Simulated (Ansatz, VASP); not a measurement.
# CaB: VASP beside Ansatz

```
B Ca
1.0
    -3.62871    0.00000    0.00000
     0.00000   -4.25978    0.00000
     0.00000    2.12989    5.00919
B Ca
2 2
Direct
  0.75000 0.02852 0.05705
  0.25000 0.97148 0.94295
  0.75000 0.36107 0.72214
  0.25000 0.63893 0.27786
```

Alike in both runs: functional PBE; k mesh 7 × 6 × 6; no spin polarisation.

Ansatz relaxed the structure, and its values are those at the end. VASP's run is a single point on that final structure, the one shown.

|  | VASP | Ansatz |
| --- | --- | --- |
| version | VASP 6.6.1 | Ansatz 0.2.0 |
| potentials or method | VASP PAW PBE potentials, release 64 (B, Ca_sv), cutoff 520 eV | PAW plane waves |
| occupations | fermi-dirac, width 0.1 eV | fermi-dirac |
| valence electrons in the cell | 26 | 26 |

```csv
,VASP,Ansatz,Ansatz less VASP
pressure (GPa),-6.3,-6.4,-0.10
rms of the force components (eV/Å),0.006,0.001,-0.0054
```

Ansatz's warnings: stress scf threshold loose.
